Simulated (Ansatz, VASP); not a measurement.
**One calculation of PbSe, two programs**

Contents of INCAR:

```
PREC = Accurate ; ENCUT = 520
EDIFF = 1E-6 ; ISMEAR = -1
SIGMA = 0.05 ; LREAL = F
LASPH = T ; NELM = 60
ALGO = Normal ; ISIF = 2
LWAVE = F ; LCHARG = F
GGA = RP ; IVDW = 13
NBANDS = 17
```

KPOINTS

```
regular mesh
0
Gamma
  8 8 8
```

File POSCAR:

```
PbSe
1.0
    0.0000000000      3.0401081059      3.0401081059
    3.0401081059      0.0000000000      3.0401081059
    3.0401081059      3.0401081059      0.0000000000
Pb Se
1 1
Direct
    0.0000000000      0.0000000000      0.0000000000
    0.5000000000      0.5000000000      0.5000000000
```

File input.yaml:

```yaml
crystal:
  lattice:
    - [0.0, 3.0401081059, 3.0401081059]
    - [3.0401081059, 0.0, 3.0401081059]
    - [3.0401081059, 3.0401081059, 0.0]
  atoms:
    - { symbol: Pb, position: [0.0, 0.0, 0.0] }
    - { symbol: Se, position: [0.5, 0.5, 0.5] }
hamiltonian:
  xc: rpbe
  pseudopotentials: { kind: paw }
  dispersion: d4
kpoints:
  mp_grid: { grid: [8, 8, 8] }
scf:
  occupations: { method: fermi_dirac, width: 0.05 }
output:
  forces: true
  stress: true
  eigenvalues: true
  write_density: true
  write_potential: true
  elf: true
  volumetric_format: npy
```

Alike in both runs: task single point; functional RPBE; dispersion D4; k mesh 8 × 8 × 8; occupations fermi-dirac, width 0.05 eV; no spin polarisation.

|  | VASP | Ansatz |
| --- | --- | --- |
| version | VASP 6.6.1 | Ansatz 0.2.0 |
| potentials or method | VASP PAW PBE potentials, release 64 (Pb_d, Se) | Ansatz PAW |
| plane-wave cutoff (eV) | 520 | 420 |
| valence electrons in the cell | 20 | 30 |

|  | VASP | Ansatz | Ansatz less VASP |
| --- | --- | --- | --- |
| gap on the k mesh at the Fermi level (eV) | 0.30 | 0.30 | -0.006 |
| least direct gap on the mesh (eV) | 0.30 | 0.30 | -0.006 |
| pressure (GPa) | 1.3 | 1.3 | +0.03 |

VASP's potentials were made for PBE, not for RPBE. VASP's potentials hold 20 valence electrons a cell and Ansatz's 30, so a difference there can come from the potentials and not from the codes.

Spin-orbit coupling is off throughout.
